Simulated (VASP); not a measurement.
# AlGa7As8 (P1) in VASP: single point with PBEsol

Aim: the single point of AlGa7As8 with PBEsol.

Program: VASP 6.6.1. These are calculated values, not measurements. Logs are shortened: lines on timing, memory, paths and dates and some standing lists are left out, and cuts for length are marked.

## Step 1: The cell of the first run

The typed cell holds 64 atoms: a = 11.322 Å, b = 11.322 Å, c = 11.322 Å, α = 90.00°, β = 90.00°, γ = 90.00°.

## Step 2: Single point, PBEsol

Input file INCAR:

```
  PREC = Accurate
  ENCUT = 500
  EDIFF = 1E-6
  ISMEAR = -1
  SIGMA = 0.05
  LREAL = Auto
  LASPH = True
  NELM = 120
  ALGO = Normal
  ISIF = 2
  LWAVE = False
  LCHARG = False
  GGA = PS
  ISYM = -1
  NBANDS = 306
  GGA_COMPAT = False
```

Input file KPOINTS:

```
explicit points
1
Reciprocal
  0.25000000   0.25000000   0.25000000 1
```

Input file POSCAR:

```
AlGa7As8
1.0
   11.3224024256      0.0000000000      0.0000000000
    0.0000000000     11.3224024256      0.0000000000
    0.0000000000      0.0000000000     11.3224024256
Ga As Al
28 32 4
Direct
    0.9997600000      0.9999360000      0.0002190000
    0.9999140000      0.0001300000      0.5002110000
    0.9995960000      0.4995500000      0.0008010000
    0.0002880000      0.4995340000      0.4999950000
    0.4994280000      0.0000750000      0.0003020000
    0.4995830000      0.9999890000      0.5004060000
    0.4999320000      0.4995360000      0.0003680000
    0.4998120000      0.4996740000      0.5005310000
    0.2496530000      0.2497860000      0.0002490000
    0.2499730000      0.2496300000      0.5003080000
    0.2499790000      0.7498510000      0.5002610000
    0.7499410000      0.2498010000      0.0001230000
    0.7501980000      0.2499510000      0.5004870000
    0.7497470000      0.7496150000      0.0005450000
    0.2499150000      0.9998280000      0.2502140000
    0.2499110000      0.0000010000      0.7501980000
    0.2501130000      0.4995350000      0.2506680000
    0.2503450000      0.4995460000      0.7500830000
    0.7497720000      0.9998750000      0.7504220000
    0.7499990000      0.4995770000      0.2502060000
    0.7499380000      0.4995580000      0.7506890000
    0.9998480000      0.2497800000      0.2504640000
    0.0001370000      0.2497780000      0.7502220000
    0.0001340000      0.7494710000      0.2503560000
    0.4999770000      0.2498800000      0.2502850000
    0.5000440000      0.2497150000      0.7503430000
    0.4993230000      0.7499900000      0.2501530000
    0.4999780000      0.7496520000      0.7504560000
    0.1246100000      0.1247290000      0.1252850000
    0.1249380000      0.1247030000      0.6250390000
    0.1250350000      0.6243710000      0.1257210000
    0.1252260000      0.6245750000      0.6251160000
    0.6247080000      0.1250800000      0.1247800000
    0.6248930000      0.1247670000      0.6252270000
    0.6245850000      0.6246810000      0.1254940000
    0.6249170000      0.6244840000      0.6256930000
    0.3747300000      0.3746130000      0.1253150000
    0.3749410000      0.3743720000      0.6251630000
    0.3742560000      0.8744800000      0.1248370000
    0.3748760000      0.8747060000      0.6253760000
    0.8747040000      0.3744100000      0.1252830000
    0.8751110000      0.3749080000      0.6253680000
    0.8750410000      0.8745710000      0.1254030000
    0.8744760000      0.8749590000      0.6248630000
    0.3747050000      0.1247060000      0.3751250000
    0.3746830000      0.1248930000      0.8750550000
    0.3748720000      0.6247230000      0.3753830000
    0.3750890000      0.6246360000      0.8753740000
    0.8746000000      0.1246550000      0.3750040000
    0.8748160000      0.1248960000      0.8750230000
    0.8749840000      0.6246040000      0.3752330000
    0.8746880000      0.6246790000      0.8757740000
    0.1250110000      0.3743320000      0.3752180000
    0.1247900000      0.3749790000      0.8752290000
    0.1248550000      0.8747840000      0.3753550000
    0.1242860000      0.8750970000      0.8746450000
    0.6248950000      0.3747590000      0.3754130000
    0.6249640000      0.3746260000      0.8752730000
    0.6242080000      0.8747230000      0.3754040000
    0.6247460000      0.8748210000      0.8755000000
    0.2491130000      0.7497530000      0.9996970000
    0.7493400000      0.7496780000      0.5000680000
    0.7490880000      0.9995820000      0.2499610000
    0.9993620000      0.7497610000      0.7497490000
```

Potentials or basis: VASP PAW PBE potentials, release 64 (Ga_d, As, Al).

The run is started by

```bash
cat potpaw_PBE.64/Ga_d/POTCAR potpaw_PBE.64/As/POTCAR potpaw_PBE.64/Al/POTCAR > POTCAR
mpirun -np 1 vasp_std > vasp.out
```

OUTCAR:

```text
PREC = Accurate
   ENCUT = 500
   EDIFF = 1E-6
   ISMEAR = -1
   LREAL = Auto
   LASPH = True
   NELM = 120
   ISIF = 2
   GGA = PS
   ISYM = -1

 ion  position               nearest neighbor table
   1  1.000  1.000  0.000-  29 2.45  56 2.45  50 2.45  43 2.45
   2  1.000  0.000  0.500-  30 2.45  49 2.45  55 2.45  44 2.45
   3  1.000  0.500  0.001-  41 2.45  52 2.45  31 2.45  54 2.45
   4  0.000  0.500  0.500-  53 2.45  32 2.45  51 2.45  42 2.45
   5  0.499  0.000  0.000-  33 2.45  46 2.45  39 2.45  60 2.45
   6  0.500  1.000  0.500-  45 2.45  59 2.45  34 2.45  40 2.45
[... 56 lines left out ...]
  63  0.749  1.000  0.250-  33 2.45  59 2.45  43 2.45  49 2.46
  64  0.999  0.750  0.750-  44 2.45  56 2.45  32 2.46  52 2.46

IMPORTANT INFORMATION: All symmetrisations will be switched off!
NOSYMM: (Re-)initialisation of all symmetry stuff for point group C_1.

----------------------------------------------------------------------------------------

                                     Primitive cell

  volume of cell :    1451.4957

  direct lattice vectors                    reciprocal lattice vectors
    11.322402426  0.000000000  0.000000000     0.088320479  0.000000000  0.000000000
     0.000000000 11.322402426  0.000000000     0.000000000  0.088320479  0.000000000
     0.000000000  0.000000000 11.322402426     0.000000000  0.000000000  0.088320479

  length of vectors
    11.322402426 11.322402426 11.322402426     0.088320479  0.088320479  0.088320479

  position of ions in fractional coordinates (direct lattice)
     0.999760000  0.999936000  0.000219000
     0.999914000  0.000130000  0.500211000
     0.999596000  0.499550000  0.000801000
     0.000288000  0.499534000  0.499995000
     0.499428000  0.000075000  0.000302000
     0.499583000  0.999989000  0.500406000
[... 56 lines left out ...]
     0.749088000  0.999582000  0.249961000
     0.999362000  0.749761000  0.749749000

  ion indices of the primitive-cell ions
   primitive index   ion index
                 1           1
                 2           2
                 3           3
                 4           4
                 5           5
                 6           6
[... 56 lines left out ...]
                63          63
                64          64

----------------------------------------------------------------------------------------

 KPOINTS: explicit points

Read explicit list of k-points.

 Found      1 k-points:

 Following reciprocal coordinates:
            Coordinates               Weight
  0.250000  0.250000  0.250000      1.000000
   k-points           NKPTS =      1   k-points in BZ     NKDIM =      1   number of bands    NBANDS=    306
   number of dos      NEDOS =    301   number of ions     NIONS =     64
   total plane-waves  NPLWV = 592704
   dimension x,y,z NGX =    84 NGY =   84 NGZ =   84
   dimension x,y,z NGXF=   168 NGYF=  168 NGZF=  168
   ions per type =              28  32   4
   NGX,Y,Z   is equivalent  to a cutoff of  12.33, 12.33, 12.33 a.u.
   NGXF,Y,Z  is equivalent  to a cutoff of  24.67, 24.67, 24.67 a.u.
 SYSTEM =  unknown system
   PREC   = accura    normal or accurate (medium, high low for compatibility)
   ISTART =      0    job   : 0-new  1-cont  2-samecut
   ICHARG =      2    charge: 1-file 2-atom 10-const
   ISPIN  =      1    spin polarized calculation?
   LNONCOLLINEAR =      F non collinear calculations
   LSORBIT =      F    spin-orbit coupling
   LASPH  =      T    aspherical Exc in radial PAW
   ENCUT  =  500.0 eV  36.75 Ry    6.06 a.u.  20.64 20.64 20.64*2*pi/ulx,y,z
   NELM   =    120;   NELMIN=  2; NELMDL= -5     # of ELM steps
   EDIFF  = 0.1E-05   stopping-criterion for ELM
   LREAL  =      T    real-space projection
   EDIFFG = 0.1E-04   stopping-criterion for IOM
   NSW    =      0    number of steps for IOM
   IBRION =     -1    ionic relax: 0-MD 1-quasi-New 2-CG
   NFREE  =      0    steps in history (QN), initial steepest desc. (CG)
   ISIF   =      2    stress and relaxation
   ISYM   =     -1    0-nonsym 1-usesym 2-fastsym
   POTIM  = 0.5000    time-step for ionic-motion
   TEBEG  =    0.0;   TEEND  =   0.0 temperature during run
   PSTRESS=    0.0 pullay stress
   NELECT =     536.0000    total number of electrons
   NUPDOWN=      -1.0000    fix difference up-down
   EMIN   =  10.00;   EMAX   =-10.00  energy-range for DOS
   EFERMI =   0.00;   METHOD = LEGACY
   ISMEAR =    -1;   SIGMA  =   0.05  broadening in eV -4-tet -1-fermi 0-gaus
   EFERMI_NEDOS =   21; number of points for ismear=-14 and -15
   IALGO  =     38    algorithm
   IMIX   =      4    mixing-type and parameters
     AMIX     =   0.40;   BMIX     =  1.00
     AMIX_MAG =   1.60;   BMIX_MAG =  1.00
  volume/ion in A,a.u.               =      22.68       153.05
  Fermi-wavevector in a.u.,A,eV,Ry     =   1.174513  2.219508 18.768977  1.379481
  Thomas-Fermi vector in A             =   2.310909
   LORBIT       =      0    0 simple, 1 ext, 2 COOP (PROOUT), +10 PAW based schemes
   GGA     = PS    functional components
   LHFCALC =     F    Hartree Fock is set to
   AEXX    =    0.0000 exact exchange contribution
   IVDW    =     0    specifies the selected vdW correction
   LEPSILON=     F    determine dielectric tensor
   LRPA    =     F    only Hartree local field effects (RPA)
 non-spin polarized calculation
  energy-cutoff  :      500.00
  volume of cell :     1451.50
 maximum number of plane-waves:     36837
 NGX is ok and might be reduce to    84
   NGX = 41   NGY = 41   NGZ = 41

 number of electron     536.0000510 magnetization

 Free energy of the ion-electron system (eV)
  ---------------------------------------------------
  ext. energy  EPLUGINS =         0.00000000
  ---------------------------------------------------
  free energy    TOTEN  =      -294.67117569 eV

  energy without entropy =     -294.67117100  energy(sigma->0) =     -294.67117335

 E-fermi :   4.2514     XC(G=0):  -9.6846

 val. band max:        3.5502211317   @ k =   0.2500   0.2500   0.2500
 cond. band min:       4.9187831848   @ k =   0.2500   0.2500   0.2500
 fundamental gap:      1.3685620531
 Fermi energy:         4.2513922747

 k-point     1 :       0.2500    0.2500    0.2500
  band No.  band energies     occupation
      1     -11.0481      2.00000
      2     -11.0458      2.00000
      3     -11.0447      2.00000
      4     -11.0426      2.00000
      5     -11.0405      2.00000
      6     -11.0390      2.00000
[... 272 lines left out ...]
    279       5.9217      0.00000
    280       6.0632      0.00000
 [bands above 280 left out]

------------------------ aborting loop because EDIFF is reached ----------------------------------------

  FORCE on cell =-STRESS in cart. coord.  units (eV):
  Direction    XX          YY          ZZ          XY          YZ          ZX
  --------------------------------------------------------------------------------------
  -------------------------------------------------------------------------------------
  Total        1.9099427      1.8813546      1.9167310     -7.0375235     -6.9823624     -6.9712228
  in kB        2.1082163      2.0766604      2.1157092     -7.7680977     -7.7072103     -7.6949143
  external PRESSURE =       2.1001953 kB  Pullay stress =       0.0000000 kB

 VOLUME and BASIS-vectors are now :
 -----------------------------------------------------------------------------
  energy-cutoff  :      500.00
  volume of cell :     1451.50
      direct lattice vectors                 reciprocal lattice vectors
    11.322402426  0.000000000  0.000000000     0.088320479  0.000000000  0.000000000
     0.000000000 11.322402426  0.000000000     0.000000000  0.088320479  0.000000000
     0.000000000  0.000000000 11.322402426     0.000000000  0.000000000  0.088320479

 POSITION                                       TOTAL-FORCE (eV/Angst)
 -----------------------------------------------------------------------------------
     11.31969     11.32168      0.00248        -0.004341      0.006152      0.005063
     11.32143      0.00147      5.66359         0.004738      0.004806      0.003257
     11.31783      5.65611      0.00907         0.007173      0.005625     -0.001956
      0.00326      5.65592      5.66114         0.005263      0.002808     -0.001144
      5.65472      0.00085      0.00342         0.007591     -0.001588     -0.004993
      5.65648     11.32228      5.66580         0.001362      0.000628      0.003004
[... 56 lines left out ...]
      8.48148     11.31767      2.83016         0.008193     -0.010749      0.002860
     11.31518      8.48910      8.48896        -0.005343     -0.001284     -0.001771
 -----------------------------------------------------------------------------------
    total drift:                               -0.109864     -0.158877      0.117350

  FREE ENERGIE OF THE ION-ELECTRON SYSTEM (eV)
  ---------------------------------------------------
  free  energy   TOTEN  =      -294.6711756934 eV

  energy  without entropy=     -294.6711709998  energy(sigma->0) =     -294.67117335
```

Wall time 34 min (1 thread of Intel Xeon 8259CL, shared host); peak memory 1.2 GiB.

Results:

| Property | Result |
| --- | --- |
| Free energy | -294.6712 eV |
| Pressure | 0.2 GPa |
| Largest force | 0.029 eV/Å |
| Band gap on the k mesh | 1.37 eV |

Forces on the atoms (eV/Å):
```
Ga  -0.004  0.006  0.005
Ga   0.005  0.005  0.003
Ga   0.007  0.006 -0.002
Ga   0.005  0.003 -0.001
Ga   0.008 -0.002 -0.005
Ga   0.001  0.001  0.003
Ga   0.008  0.006 -0.002
Ga   0.003  0.004  0.001
Ga   0.003  0.003  0.001
Ga   0.003  0.004 -0.004
Ga   0.005  0.001 -0.002
Ga   0.004  0.005 -0.012
Ga   0.004  0.005  0.001
Ga   0.003  0.006 -0.001
Ga  -0.002 -0.001  0.006
Ga   0.007  0.006 -0.003
Ga  -0.005  0.002  0.000
Ga   0.003  0.004 -0.002
Ga   0.004  0.004  0.000
Ga   0.001  0.008 -0.003
Ga   0.004  0.002  0.002
Ga   0.008  0.003 -0.003
Ga   0.004  0.008 -0.002
Ga  -0.001  0.007  0.001
Ga  -0.004  0.001  0.001
Ga   0.005  0.005 -0.003
Ga   0.001 -0.001  0.003
Ga   0.004  0.006 -0.002
As  -0.001  0.000 -0.002
As   0.000 -0.008  0.002
As  -0.005  0.000  0.000
As   0.014 -0.008  0.005
As  -0.021  0.020 -0.007
As  -0.002  0.001  0.008
As   0.001  0.003  0.005
As  -0.003 -0.005  0.015
As  -0.002 -0.005 -0.001
As  -0.005 -0.009 -0.002
As   0.008  0.003  0.001
As  -0.006 -0.006  0.010
As  -0.006 -0.010  0.002
As  -0.007 -0.006  0.003
As   0.017 -0.011 -0.013
As  -0.018  0.014 -0.011
As  -0.003  0.002 -0.002
As  -0.016 -0.006  0.000
As   0.002 -0.002 -0.002
As   0.008 -0.009 -0.005
As  -0.009 -0.003  0.000
As  -0.015 -0.010  0.011
As   0.015 -0.012  0.001
As   0.001 -0.006  0.000
As  -0.001 -0.002 -0.003
As  -0.005 -0.003  0.009
As  -0.004 -0.001 -0.003
As   0.004  0.002  0.002
As   0.003 -0.005  0.007
As  -0.006 -0.012  0.006
As  -0.014  0.011 -0.006
As  -0.004 -0.001  0.004
Al  -0.005 -0.004 -0.004
Al  -0.002 -0.002 -0.010
Al   0.008 -0.011  0.003
Al  -0.005 -0.001 -0.002
```

Caveat: the PAW data sets were made with another functional, which shifts forces and pressure a little; a shifted mesh leaves out Γ, where band edges can lie.
